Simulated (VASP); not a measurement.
## BAs: single point with BLYP+D4

Crystal: BAs.

```
As B
1.0
     0.00000    2.38850    2.38850
     2.38850    0.00000    2.38850
     2.38850    2.38850    0.00000
As B
1 1
Direct
  0.75000 0.75000 0.75000
  0.00000 0.00000 0.00000
```

```json
{
 "Program": "VASP 6.6.1",
 "Task": "single point",
 "Functional": "BLYP",
 "Dispersion": "D4",
 "Potentials or basis": "VASP PAW PBE potentials, release 64 (As, B)",
 "Cutoff": "520 eV",
 "k mesh": "10 × 10 × 10",
 "Occupations": "fermi-dirac, width 0.05 eV",
 "Spin": "no spin polarisation",
 "Dipole correction": "no",
 "Further INCAR settings": "ALGO = Normal; EDIFF = 1e-06; NBANDS = 11"
}
```

* Pressure: -0.2 GPa
* Band gap on the k mesh: 1.41 eV, indirect (least direct gap 3.37 eV)
* Dispersion energy per atom: -0.727 eV

Levels at points of the mesh, in eV from the valence-band top:
| k point | band 1 | band 2 | band 3 | band 4 | band 5 | band 6 | band 7 | band 8 | band 9 |
| --- | --- | --- | --- | --- | --- | --- | --- | --- | --- |
| (0.00, 0.00, 0.00) | -15.30 | 0.00 | 0.00 | 0.00 | 3.37 | 3.37 | 3.37 | 4.68 | 9.96 |
| (0.50, 0.00, 0.00) | -12.49 | -8.64 | -1.80 | -1.80 | 2.79 | 4.93 | 4.93 | 9.12 | 12.90 |
| (0.50, 0.50, 0.00) | -11.20 | -8.42 | -4.00 | -4.00 | 1.67 | 1.70 | 11.31 | 11.31 | 12.88 |

It took 24 s on 1 thread of Intel(R) Xeon(R) Platinum 8259CL CPU @ 2.50GHz (Skylake/Cascade Lake), with other jobs on the host, peak memory 0.16 GiB.

Caveat: the PAW data sets were made with another functional, which shifts forces and pressure a little. A k mesh can miss the band edges.
